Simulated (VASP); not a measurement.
# SrCa (P-6m2) in VASP: a series of runs

SrCa is run at these levels: LDA; tasks: single point, relaxation of cell and atoms.

All numbers are computed with VASP 6.6.1; they aren't measurements. Logs are shortened: lines on timing, memory, paths and dates and some standing lists are left out, and cuts for length are marked.

## 1. The cell of the first run

The structure is hexagonal, space group P-6m2 (No. 187). The conventional cell has a = 3.926 Å, b = 3.926 Å, c = 6.483 Å, α = 90.00°, β = 90.00°, γ = 120.00°. Within 5.2 Å of Sr (site symmetry -6m2) lie 6 Sr at 3.93 Å and 6 Ca at 3.96 Å. Ca (site symmetry -6m2) has 6 Ca at 3.93 Å and 6 Sr at 3.96 Å within 5.2 Å.

## 2. Single point, LDA

Contents of INCAR:

```
  PREC = Accurate
  ENCUT = 520
  EDIFF = 1E-6
  ISMEAR = -1
  SIGMA = 0.05
  LREAL = False
  LASPH = True
  NELM = 100
  ALGO = Normal
  ISIF = 2
  LWAVE = False
  LCHARG = False
  GGA = CA
  NBANDS = 17
```

Contents of KPOINTS:

```
regular mesh
0
Gamma
  10 10 6
```

Contents of POSCAR:

```
SrCa
1.0
    3.9261637950      0.0000000000      0.0000000000
   -1.9630818975      3.4001575859      0.0000000000
    0.0000000000      0.0000000000      6.4830527955
Sr Ca
1 1
Direct
    0.6666666667      0.3333333333      0.5000000000
    0.0000000000      0.0000000000      0.0000000000
```

Potentials or basis: VASP PAW LDA potentials, release 64 (Sr_sv, Ca_sv).

Launch:

```console
$ cat potpaw_LDA.64/Sr_sv/POTCAR potpaw_LDA.64/Ca_sv/POTCAR > POTCAR
$ mpirun -np 1 vasp_std > vasp.out
```

OUTCAR:

```text
PREC = Accurate
   ENCUT = 520
   EDIFF = 1E-6
   ISMEAR = -1
   LREAL = False
   LASPH = True
   NELM = 100
   ISIF = 2
   GGA = CA

 ion  position               nearest neighbor table
   1  0.667  0.333  0.500-   2 3.96   2 3.96   2 3.96   2 3.96   2 3.96   2 3.96
   2  0.000  0.000  0.000-   1 3.96   1 3.96   1 3.96   1 3.96   1 3.96   1 3.96

  LATTYP: Found a hexagonal cell.
 ALAT       =     3.9261637950
 C/A-ratio  =     1.6512435889

  Lattice vectors:

 A1 = (   3.9261637950,   0.0000000000,   0.0000000000)
 A2 = (  -1.9630818975,   3.4001575859,   0.0000000000)
 A3 = (   0.0000000000,   0.0000000000,   6.4830527955)

Analysis of symmetry for initial positions (statically):
=====================================================================
 Subroutine PRICEL returns:
 Original cell was already a primitive cell.

 Routine SETGRP: Setting up the symmetry group for a
 hexagonal supercell.

 Subroutine GETGRP returns: Found 12 space group operations
 (whereof 12 operations were pure point group operations)
 out of a pool of 24 trial point group operations.

The static configuration has the point symmetry D_3h.

Analysis of symmetry for dynamics (positions and initial velocities):
=====================================================================
 Subroutine PRICEL returns:
 Original cell was already a primitive cell.

 Routine SETGRP: Setting up the symmetry group for a
 hexagonal supercell.

 Subroutine GETGRP returns: Found 12 space group operations
 (whereof 12 operations were pure point group operations)
 out of a pool of 24 trial point group operations.

The dynamic configuration has the point symmetry D_3h.

 Subroutine INISYM returns: Found 12 space group operations
 (whereof 12 operations are pure point group operations),
 and found     1 'primitive' translations

----------------------------------------------------------------------------------------

                                     Primitive cell

  volume of cell :      86.5460

  direct lattice vectors                    reciprocal lattice vectors
     3.926163795  0.000000000  0.000000000     0.254701549  0.147052008  0.000000000
    -1.963081897  3.400157586  0.000000000     0.000000000  0.294104016  0.000000000
     0.000000000  0.000000000  6.483052795     0.000000000  0.000000000  0.154248320

  length of vectors
     3.926163795  3.926163795  6.483052795     0.294104016  0.294104016  0.154248320

  position of ions in fractional coordinates (direct lattice)
     0.666666667  0.333333333  0.500000000
     0.000000000  0.000000000  0.000000000

  ion indices of the primitive-cell ions
   primitive index   ion index
                 1           1
                 2           2

----------------------------------------------------------------------------------------

 KPOINTS: regular mesh

Automatic generation of k-mesh.
 Grid dimensions read from file:
 generate k-points for:   10   10    6

 Generating k-lattice:

  Cartesian coordinates                     Fractional coordinates (reciprocal lattice)
     0.025470155  0.014705201  0.000000000     0.100000000  0.000000000  0.000000000
     0.000000000  0.029410402  0.000000000     0.000000000  0.100000000  0.000000000
     0.000000000  0.000000000  0.025708053     0.000000000  0.000000000  0.166666667

  Length of vectors
     0.029410402  0.029410402  0.025708053

  Shift w.r.t. Gamma in fractional coordinates (k-lattice)
     0.000000000  0.000000000  0.000000000

 Subroutine IBZKPT returns following result:
 ===========================================

 Found     56 irreducible k-points:

 Following reciprocal coordinates:
            Coordinates               Weight
  0.000000  0.000000  0.000000      1.000000
  0.100000  0.000000  0.000000      6.000000
  0.200000  0.000000  0.000000      6.000000
  0.300000 -0.000000  0.000000      6.000000
  0.400000 -0.000000  0.000000      6.000000
  0.500000 -0.000000  0.000000      3.000000
[... 16 lines left out ...]
  0.300000  0.100000  0.166667     24.000000
  0.400000  0.100000  0.166667     24.000000
 [... further k-points ...]
   k-points           NKPTS =     56   k-points in BZ     NKDIM =     56   number of bands    NBANDS=     17
   number of dos      NEDOS =    301   number of ions     NIONS =      2
   total plane-waves  NPLWV =  43200
   dimension x,y,z NGX =    30 NGY =   30 NGZ =   48
   dimension x,y,z NGXF=    60 NGYF=   60 NGZF=   96
   ions per type =               1   1
   NGX,Y,Z   is equivalent  to a cutoff of  12.70, 12.70, 12.31 a.u.
   NGXF,Y,Z  is equivalent  to a cutoff of  25.41, 25.41, 24.62 a.u.
 SYSTEM =  unknown system
   PREC   = accura    normal or accurate (medium, high low for compatibility)
   ISTART =      0    job   : 0-new  1-cont  2-samecut
   ICHARG =      2    charge: 1-file 2-atom 10-const
   ISPIN  =      1    spin polarized calculation?
   LNONCOLLINEAR =      F non collinear calculations
   LSORBIT =      F    spin-orbit coupling
   LASPH  =      T    aspherical Exc in radial PAW
   ENCUT  =  520.0 eV  38.22 Ry    6.18 a.u.   7.30  7.30 12.05*2*pi/ulx,y,z
   NELM   =    100;   NELMIN=  2; NELMDL= -5     # of ELM steps
   EDIFF  = 0.1E-05   stopping-criterion for ELM
   LREAL  =      F    real-space projection
   EDIFFG = 0.1E-04   stopping-criterion for IOM
   NSW    =      0    number of steps for IOM
   IBRION =     -1    ionic relax: 0-MD 1-quasi-New 2-CG
   NFREE  =      0    steps in history (QN), initial steepest desc. (CG)
   ISIF   =      2    stress and relaxation
   ISYM   =      2    0-nonsym 1-usesym 2-fastsym
   POTIM  = 0.5000    time-step for ionic-motion
   TEBEG  =    0.0;   TEEND  =   0.0 temperature during run
   PSTRESS=    0.0 pullay stress
   NELECT =      20.0000    total number of electrons
   NUPDOWN=      -1.0000    fix difference up-down
   EMIN   =  10.00;   EMAX   =-10.00  energy-range for DOS
   EFERMI =   0.00;   METHOD = LEGACY
   ISMEAR =    -1;   SIGMA  =   0.05  broadening in eV -4-tet -1-fermi 0-gaus
   EFERMI_NEDOS =   21; number of points for ismear=-14 and -15
   IALGO  =     38    algorithm
   IMIX   =      4    mixing-type and parameters
     AMIX     =   0.40;   BMIX     =  1.00
     AMIX_MAG =   1.60;   BMIX_MAG =  1.00
  volume/ion in A,a.u.               =      43.27       292.02
  Fermi-wavevector in a.u.,A,eV,Ry     =   1.004622  1.898459 13.731877  1.009264
  Thomas-Fermi vector in A             =   2.137249
   LORBIT       =      0    0 simple, 1 ext, 2 COOP (PROOUT), +10 PAW based schemes
   GGA     = CA    functional components
   LHFCALC =     F    Hartree Fock is set to
   AEXX    =    0.0000 exact exchange contribution
   IVDW    =     0    specifies the selected vdW correction
   LEPSILON=     F    determine dielectric tensor
   LRPA    =     F    only Hartree local field effects (RPA)
 non-spin polarized calculation
  energy-cutoff  :      520.00
  volume of cell :       86.55
 maximum number of plane-waves:      2364
 NGX is ok and might be reduce to    30
   NGX = 15   NGY = 15   NGZ = 25

 number of electron      19.9999998 magnetization

 Free energy of the ion-electron system (eV)
  ---------------------------------------------------
  ext. energy  EPLUGINS =         0.00000000
  ---------------------------------------------------
  free energy    TOTEN  =        -4.05978480 eV

  energy without entropy =       -4.03699463  energy(sigma->0) =       -4.04838971

 E-fermi :   2.0436     XC(G=0):  -8.1151

 val. band max:        2.0319938410   @ k =   0.3000   0.3000   0.0000
 cond. band min:       2.0494793285   @ k =   0.3000   0.3000   0.1667
 fundamental gap:      0.0174854874
 Fermi energy:         2.0436145468

 k-point     1 :       0.0000    0.0000    0.0000
  band No.  band energies     occupation
      1     -39.5704      2.00000
      2     -33.9987      2.00000
      3     -20.8690      2.00000
      4     -20.8016      2.00000
      5     -20.8016      2.00000
      6     -16.1129      2.00000
[... 9 lines left out ...]
     16       4.8239      0.00000
     17       5.0355      0.00000

 k-point     2 :       0.1000    0.0000    0.0000
  band No.  band energies     occupation
      1     -39.5695      2.00000
      2     -33.9958      2.00000
      3     -20.8675      2.00000
      4     -20.8118      2.00000
      5     -20.8041      2.00000
      6     -16.1080      2.00000
[... 9 lines left out ...]
     16       4.8654      0.00000
     17       4.9362      0.00000

 k-point     3 :       0.2000    0.0000    0.0000
  band No.  band energies     occupation
      1     -39.5672      2.00000
      2     -33.9883      2.00000
      3     -20.8634      2.00000
      4     -20.8383      2.00000
      5     -20.8105      2.00000
      6     -16.0952      2.00000
[... 9 lines left out ...]
     16       4.6959      0.00000
     17       4.8361      0.00000

 k-point     4 :       0.3000   -0.0000    0.0000
  band No.  band energies     occupation
      1     -39.5644      2.00000
      2     -33.9790      2.00000
      3     -20.8707      2.00000
      4     -20.8584      2.00000
      5     -20.8183      2.00000
      6     -16.1905      2.00000
[... 9 lines left out ...]
     16       5.1835      0.00000
     17       5.2783      0.00000
[... 343 lines left out ...]
      1     -39.5653      2.00000
      2     -33.9822      2.00000
      3     -20.8600      2.00000
      4     -20.8571      2.00000
      5     -20.8181      2.00000
      6     -16.1438      2.00000
[... 9 lines left out ...]
     16       4.9411      0.00000
     17       5.2298      0.00000

 k-point    23 :       0.3000    0.1000    0.1667
  band No.  band energies     occupation
      1     -39.5628      2.00000
      2     -33.9738      2.00000
      3     -20.8845      2.00000
      4     -20.8556      2.00000
      5     -20.8271      2.00000
      6     -16.2357      2.00000
[... 9 lines left out ...]
     16       5.3668      0.00000
     17       5.6644      0.00000

 k-point    24 :       0.4000    0.1000    0.1667
  band No.  band energies     occupation
      1     -39.5612      2.00000
      2     -33.9685      2.00000
      3     -20.9014      2.00000
      4     -20.8529      2.00000
      5     -20.8327      2.00000
      6     -16.2915      2.00000
[... 9 lines left out ...]
     16       5.7984      0.00000
     17       6.1205      0.00000

 [... further k-points ...]

------------------------ aborting loop because EDIFF is reached ----------------------------------------

  FORCE on cell =-STRESS in cart. coord.  units (eV):
  Direction    XX          YY          ZZ          XY          YZ          ZX
  --------------------------------------------------------------------------------------
  -------------------------------------------------------------------------------------
  Total       -0.0173044     -0.0173044     -0.0191209      0.0000000      0.0000000     -0.0000000
  in kB       -0.3203469     -0.3203469     -0.3539752      0.0000000      0.0000000     -0.0000000
  external PRESSURE =      -0.3315563 kB  Pullay stress =       0.0000000 kB

 VOLUME and BASIS-vectors are now :
 -----------------------------------------------------------------------------
  energy-cutoff  :      520.00
  volume of cell :       86.55
      direct lattice vectors                 reciprocal lattice vectors
     3.926163795  0.000000000  0.000000000     0.254701549  0.147052008  0.000000000
    -1.963081897  3.400157586  0.000000000     0.000000000  0.294104016  0.000000000
     0.000000000  0.000000000  6.483052795     0.000000000  0.000000000  0.154248320

 POSITION                                       TOTAL-FORCE (eV/Angst)
 -----------------------------------------------------------------------------------
      1.96308      1.13339      3.24153        -0.000000     -0.000000      0.000000
      0.00000      0.00000      0.00000         0.000000      0.000000      0.000000
 -----------------------------------------------------------------------------------
    total drift:                               -0.000000      0.000000      0.000000

  FREE ENERGIE OF THE ION-ELECTRON SYSTEM (eV)
  ---------------------------------------------------
  free  energy   TOTEN  =        -4.0597847987 eV

  energy  without entropy=       -4.0369946290  energy(sigma->0) =       -4.04838971
```

It took 35 s on 1 thread of Intel Xeon Platinum 8559C (Emerald Rapids), shared host; peak memory 0.23 GiB.

What came out:

```yaml
Free_energy: -4.0598 eV
Pressure: 0.0 GPa
Band_gap_on_the_k_mesh: zero (band 10 reaches 2.14 eV, above the bottom of band 11 at 2.00 eV)
```

## 3. Relaxation of cell and atoms, LDA

This run uses another cell than the first one, of 50.10 Å³/atom, 1.158 times its volume.

Contents of INCAR:

```
SYSTEM = SrCa
ALGO     = Normal         ! electronic algorithm
EDIFF    = 1E-6           ! SCF threshold, eV
EDIFFG   = -0.002         ! ionic threshold
ENCUT    = 600            ! plane-wave cutoff, eV
GGA      = CA             ! functional
IBRION   = 2              ! ionic algorithm
ISIF     = 3              ! what is computed and relaxed
ISMEAR   = -1             ! smearing method
LASPH    = .TRUE.         ! aspherical terms in the spheres
LCHARG   = .FALSE.        ! write CHGCAR
LREAL    = .FALSE.        ! projectors in reciprocal space
LWAVE    = .FALSE.        ! write WAVECAR
NELM     = 60             ! most SCF steps
NSW      = 100            ! ionic steps
PREC     = Accurate       ! precision mode
SIGMA    = 0.05           ! smearing width, eV
```

Contents of KPOINTS:

```
k-points
0
G
  10 10 6
  0 0 0
```

Contents of POSCAR:

```
SrCa
1.0
    4.1283377441      0.0000000000      0.0000000000
   -2.0641688721      3.5752453618      0.0000000000
    0.0000000000      0.0000000000      6.7887450800
Sr Ca
1 1
Direct
    0.6666666667      0.3333333333      0.5000000000
    0.0000000000      0.0000000000      0.0000000000
```

Potentials or basis: VASP PAW LDA potentials, release 64 (Sr_sv, Ca_sv).

Launch:

```console
$ cat potpaw_LDA.64/Sr_sv/POTCAR potpaw_LDA.64/Ca_sv/POTCAR > POTCAR
$ mpirun -np 1 vasp_std > vasp.out
```

OUTCAR:

```text
SYSTEM = SrCa
   EDIFF = 1E-6
   EDIFFG = -0.002
   ENCUT = 600
   GGA = CA
   IBRION = 2
   ISIF = 3
   ISMEAR = -1
   LASPH = .TRUE.
   LREAL = .FALSE.
   NELM = 60
   NSW = 100
   PREC = Accurate

 ion  position               nearest neighbor table
   1  0.667  0.333  0.500-   2 4.15   2 4.15   2 4.15   2 4.15   2 4.15   2 4.15
   2  0.000  0.000  0.000-   1 4.15   1 4.15   1 4.15   1 4.15   1 4.15   1 4.15

  LATTYP: Found a hexagonal cell.
 ALAT       =     4.1283377441
 C/A-ratio  =     1.6444257958

  Lattice vectors:

 A1 = (   4.1283377441,   0.0000000000,   0.0000000000)
 A2 = (  -2.0641688721,   3.5752453618,   0.0000000000)
 A3 = (   0.0000000000,   0.0000000000,   6.7887450800)

Analysis of symmetry for initial positions (statically):
=====================================================================
[... 379 lines left out ...]
      6     -16.1075      2.00000
      7     -15.9467      2.00000
      8     -15.9467      2.00000
      9      -1.9935      2.00000
     10       0.7997      2.00000
     11       2.1489      0.23324
     12       4.2271      0.00000
     13       4.2483      0.00000
     14       4.2483      0.00000
[... 377 lines left out ...]
      1     -39.5548      2.00000
      2     -33.9625      2.00000
      3     -20.8955      2.00000
      4     -20.8470      2.00000
      5     -20.8266      2.00000
      6     -16.2863      2.00000
      7     -16.0555      2.00000
      8     -16.0500      2.00000
      9       0.7955      2.00000
     10       1.6262      1.99956
     11       2.1745      0.14661
     12       2.3312      0.00686
     13       3.3513      0.00000
     14       3.8737      0.00000

 [... further k-points ...]

------------------------ aborting loop because EDIFF is reached ----------------------------------------

  FORCE on cell =-STRESS in cart. coord.  units (eV):
  Direction    XX          YY          ZZ          XY          YZ          ZX
  --------------------------------------------------------------------------------------
  -------------------------------------------------------------------------------------
  Total        0.0026780      0.0026780      0.0029940     -0.0000000     -0.0000000      0.0000000
  in kB        0.0496282      0.0496282      0.0554845     -0.0000000     -0.0000000      0.0000000
  external PRESSURE =       0.0515803 kB  Pullay stress =       0.0000000 kB
[... 17 lines left out ...]
  FREE ENERGIE OF THE ION-ELECTRON SYSTEM (eV)
  ---------------------------------------------------
  free  energy   TOTEN  =        -4.0603984027 eV

  energy  without entropy=       -4.0376098937  energy(sigma->0) =       -4.04900415

 reached required accuracy - stopping structural energy minimisation
```

Run time: 10 min. Hardware: 1 thread of Intel Xeon Platinum 8559C (Emerald Rapids), shared host; peak memory 0.3 GiB.

Results:

```yaml
Free_energy: -4.0604 eV
Relaxed_volume: 43.23 Å³/atom
Relaxed_cell: a = 3.925 Å, b = 3.925 Å, c = 6.480 Å, α = 90.00°, β = 90.00°, γ = 120.00°
Space_group_after_relaxing_to_0.05_Å: P-6m2 (No. 187)
Energy_gained_by_relaxing: 42.4 meV/atom
Ionic_steps: 36
Pressure_after_relaxing: 0.0 GPa
Band_gap_on_the_k_mesh: zero (band 10 reaches 2.14 eV, above the bottom of band 11 at 2.00 eV)
```

The path:
```
step  energy change (eV)  largest force (eV/Å)  pressure (GPa)  volume (Å³)
   1              0.0000                0.0000           -1.80       100.20
   2             -0.0680                0.0000           -0.89        92.24
   3             -0.0845                0.0000           -0.10        87.06
   4             -0.0847                0.0000            0.00        86.44
   5             -0.0847                0.0000           -0.04        86.71
   6             -0.0847                0.0000           -0.04        86.70
   7             -0.0847                0.0000           -0.04        86.69
   8             -0.0847                0.0000           -0.02        86.55
   9             -0.0847                0.0000            0.00        86.41
  10             -0.0847                0.0000            0.02        86.44
  11             -0.0847                0.0000            0.00        86.49
  12             -0.0847                0.0000           -0.01        86.48
  13             -0.0847                0.0000           -0.01        86.46
  14             -0.0847                0.0000            0.00        86.45
  15             -0.0847                0.0000           -0.01        86.44
  16             -0.0847                0.0000            0.00        86.43
  17             -0.0847                0.0000            0.01        86.38
  18             -0.0847                0.0000            0.02        86.41
  19             -0.0847                0.0000            0.02        86.42
  20             -0.0847                0.0000            0.02        86.42
  21             -0.0847                0.0000            0.02        86.43
  22             -0.0847                0.0000            0.01        86.43
  23             -0.0847                0.0000            0.01        86.44
  24             -0.0847                0.0000            0.01        86.48
  25             -0.0847                0.0000           -0.01        86.55
  26             -0.0847                0.0000           -0.01        86.50
  27             -0.0847                0.0000           -0.01        86.48
  28             -0.0847                0.0000           -0.01        86.48
  29             -0.0847                0.0000           -0.01        86.48
  30             -0.0847                0.0000           -0.01        86.46
  31             -0.0847                0.0000            0.01        86.40
  32             -0.0847                0.0000            0.02        86.42
  33             -0.0847                0.0000            0.01        86.45
  34             -0.0847                0.0000            0.02        86.45
  35             -0.0847                0.0000            0.01        86.46
  36             -0.0847                0.0000            0.01        86.46
```

Final structure:
```yaml
crystal:
  lattice:
    - [3.92507, 0.00000, 0.00000]
    - [-1.96254, 3.39921, 0.00000]
    - [0.00000, 0.00000, 6.47992]
  atoms:
    - { symbol: Sr, position: [0.66667, 0.33333, 0.50000] }
    - { symbol: Ca, position: [0.00000, 0.00000, 0.00000] }
```
